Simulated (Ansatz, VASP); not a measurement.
## BaZnPF: VASP beside Ansatz

File INCAR:

```
  PREC = Accurate
  ENCUT = 520
  EDIFF = 1E-7
  ISMEAR = 0
  SIGMA = 0.01
  LREAL = F
  LASPH = T
  NELM = 60
  ALGO = Normal
  ISIF = 2
  LWAVE = F
  LCHARG = F
  GGA = PE
  NBANDS = 44
```

KPOINTS

```
Automatic mesh
0
Gamma
  6 6 2
```

The input POSCAR:

```
BaZnPF
1.0
    4.2533182420      0.0000000000      0.0000000000
    0.0000000000      4.2533182420      0.0000000000
    0.0000000000      0.0000000000      9.7098451696
Ba Zn P F
2 2 2 2
Direct
    0.5000000000      0.0000000000      0.3309021137
    0.0000000000      0.5000000000      0.6690978863
    0.5000000000      0.5000000000      0.0000000000
    0.0000000000      0.0000000000      0.0000000000
    0.0000000000      0.5000000000      0.1484729584
    0.5000000000      0.0000000000      0.8515270416
    0.5000000000      0.5000000000      0.5000000000
    0.0000000000      0.0000000000      0.5000000000
```

Input for Ansatz:

```yaml
crystal:
  lattice:
    - [4.253318242, 0.0, 0.0]
    - [0.0, 4.253318242, 0.0]
    - [0.0, 0.0, 9.7098451696]
  atoms:
    - { symbol: Ba, position: [0.5, 0.0, 0.3309021137] }
    - { symbol: Ba, position: [0.0, 0.5, 0.6690978863] }
    - { symbol: Zn, position: [0.5, 0.5, 0.0] }
    - { symbol: Zn, position: [0.0, 0.0, 0.0] }
    - { symbol: P, position: [0.0, 0.5, 0.1484729584] }
    - { symbol: P, position: [0.5, 0.0, 0.8515270416] }
    - { symbol: F, position: [0.5, 0.5, 0.5] }
    - { symbol: F, position: [0.0, 0.0, 0.5] }
kpoints:
  mp_grid: { grid: [6, 6, 2] }
hamiltonian:
  xc: pbe
scf:
  occupations: { method: fixed }
  n_extra_bands: 6
output:
  forces: true
  stress: true
  eigenvalues: true
```

Alike in both runs: task single point; functional PBE; k mesh 6 × 6 × 2; no spin polarisation.

```csv
,VASP,Ansatz
version,VASP 6.6.1,Ansatz 0.2.0
potentials or method,"VASP PAW PBE potentials, release 64 (Ba_sv, Zn, P, F)","plane waves, PAW"
plane-wave cutoff (eV),520,420
occupations,"gaussian, width 0.01 eV",fixed
valence electrons in the cell,68,68
```

Ansatz gave:

| Property | Result |
| --- | --- |
| gap on the k mesh at the Fermi level (eV) | 0.43 |
| pressure (GPa) | -3.1 |
| traceless stress, the component that is largest in VASP (GPa) | 0.07 |
| rms of the force components (eV/Å) | 0.101 |

Question: Estimate VASP's values.

Answer: gap on the k mesh at the Fermi level (eV): 0.44; pressure (GPa): -2.6; traceless stress, the component that is largest in VASP (GPa): 0.09; rms of the force components (eV/Å): 0.087.

Atom by atom the forces differ by 0.033 eV/Å (rms over components).

Neither program's run includes spin-orbit coupling.
